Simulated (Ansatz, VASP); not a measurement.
## Two plane-wave programs on Au

Contents of POSCAR:

```
Au
1.0
    2.9298905432      0.0000000000      0.0000000000
   -1.4649452716      2.5373596407      0.0000000000
    0.0000000000      0.0000000000      4.7341093611
Au
2
Direct
    0.3333333333      0.6666666667      0.7500000000
    0.6666666667      0.3333333333      0.2500000000
```

The input INCAR.step1:

```
PREC     = Accurate       # precision mode
ENCUT    = 520            # plane-wave cutoff, eV
ISMEAR   = 0              # smearing method
SIGMA    = 0.15           # smearing width, eV
LREAL    = F              # projectors in reciprocal space
LASPH    = T              # aspherical terms in the spheres
NELM     = 80             # most SCF steps
NBANDS   = 18             # bands
GGA      = PE             # functional
ALGO     = Normal         # electronic algorithm
EDIFF    = 1E-4           # SCF threshold, eV
LWAVE    = T              # write WAVECAR
LCHARG   = F              # write CHGCAR
```

The input INCAR.step2:

```
PREC     = Accurate       # precision mode
ENCUT    = 520            # plane-wave cutoff, eV
EDIFF    = 1E-6           # SCF threshold, eV
ISMEAR   = 0              # smearing method
SIGMA    = 0.15           # smearing width, eV
LREAL    = F              # projectors in reciprocal space
LASPH    = T              # aspherical terms in the spheres
NELM     = 80             # most SCF steps
ALGO     = Normal         # electronic algorithm
ISIF     = 2              # what is computed and relaxed
LWAVE    = F              # write WAVECAR
LCHARG   = T              # write CHGCAR
METAGGA  = R2SCAN         # meta-GGA
LMIXTAU  = T            
LELF     = T              # ELF
LVHAR    = T            
NBANDS   = 18             # bands
ISTART   = 1
```

Contents of KPOINTS:

```
regular mesh
0
Gamma
  24 24 14
```

Input for Ansatz:

```yaml
crystal:
  lattice:
    - [2.9298905432, 0.0, 0.0]
    - [-1.4649452716, 2.5373596407, 0.0]
    - [0.0, 0.0, 4.7341093611]
  atoms:
    - { symbol: Au, position: [0.3333333333, 0.6666666667, 0.75] }
    - { symbol: Au, position: [0.6666666667, 0.3333333333, 0.25] }
basis:
  ecutwfc: 500
kpoints:
  mp_grid: { grid: [24, 24, 14] }
hamiltonian:
  xc: r2scan
scf:
  occupations: { method: gaussian, width: 0.15 }
output:
  forces: true
  stress: true
  eigenvalues: true
  write_density: true
  write_potential: true
  elf: true
  volumetric_format: npy
```

Alike in both runs: task single point; functional r2SCAN; k mesh 24 × 24 × 14; occupations gaussian, width 0.15 eV; no spin polarisation.

|  | VASP | Ansatz |
| --- | --- | --- |
| version | VASP 6.6.1 | Ansatz 0.2.0 |
| potentials or method | VASP PAW PBE potentials, release 64 (Au), cutoff 520 eV | scalar-relativistic, plane waves, PAW |
| valence electrons in the cell | 22 | 38 |

```tsv
	VASP	Ansatz	Ansatz less VASP
gap on the k mesh at the Fermi level (eV)	none	none	-
pressure (GPa)	0.1	-0.1	-0.26
traceless stress, the component that is largest in VASP (GPa)	1.90	1.88	-0.018
```

VASP's potentials were made for PBE, not for r2SCAN. A gap of «none» marks a metal or a gap that the smearing closes. VASP's potentials hold 22 valence electrons a cell and Ansatz's 38, so a difference there can come from the potentials and not from the codes.

Spin-orbit coupling is off throughout.
